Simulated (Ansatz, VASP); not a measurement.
**Yb in VASP and in Ansatz**

Contents of INCAR:

```
ALGO = Fast
EDIFF = 1E-7
ENCUT = 520
GGA = PE
ISIF = 2
ISMEAR = 0
LASPH = T
LCHARG = T
LELF = T
LREAL = F
LVHAR = T
LWAVE = F
NBANDS = 18
NELM = 100
PREC = Accurate
SIGMA = 0.15
```

KPOINTS

```
k-points
0
Gamma
  14 14 14
```

Contents of POSCAR:

```
Yb
1.0
    0.0000000000      2.6117894455      2.3963168162
    2.6117894455      0.0000000000      2.3963168162
    2.6117894455      2.6117894455      0.0000000000
Yb
1
Direct
    0.0000000000      0.0000000000      0.0000000000
```

Input for Ansatz:

```yaml
crystal:
  lattice:
    - [0.0, 2.6117894455, 2.3963168162]
    - [2.6117894455, 0.0, 2.3963168162]
    - [2.6117894455, 2.6117894455, 0.0]
  atoms:
    - { symbol: Yb, position: [0.0, 0.0, 0.0] }
basis:
  ecutwfc: 420
kpoints:
  mp_grid: { grid: [14, 14, 14] }
hamiltonian:
  xc: pbe
scf:
  occupations: { method: gaussian, width: 0.15 }
output:
  forces: true
  stress: true
  eigenvalues: true
```

Change from the starting cell: engineering shear strain xz +0.0000, normal strain along z -0.0825.

Alike in both runs: task single point; functional PBE; k mesh 14 × 14 × 14; occupations gaussian, width 0.15 eV; no spin polarisation.

```csv
,VASP,Ansatz
version,VASP 6.6.1,Ansatz 0.2.0
potentials or method,"VASP PAW PBE potentials, release 64 (Yb), cutoff 520 eV","scalar-relativistic, plane waves, PAW"
valence electrons in the cell,24,24
```

Ansatz gave:

| Quantity | Value |
| --- | --- |
| gap on the k mesh at the Fermi level (eV) | none |
| pressure (GPa) | 1.8 |
| traceless stress, the component that is largest in VASP (GPa) | -0.14 |

Estimate VASP's values.

gap on the k mesh at the Fermi level (eV): none; pressure (GPa): 1.5; traceless stress, the component that is largest in VASP (GPa): -0.14.

A gap of «none» marks a metal or a gap that the smearing closes.

Neither program's run includes spin-orbit coupling.
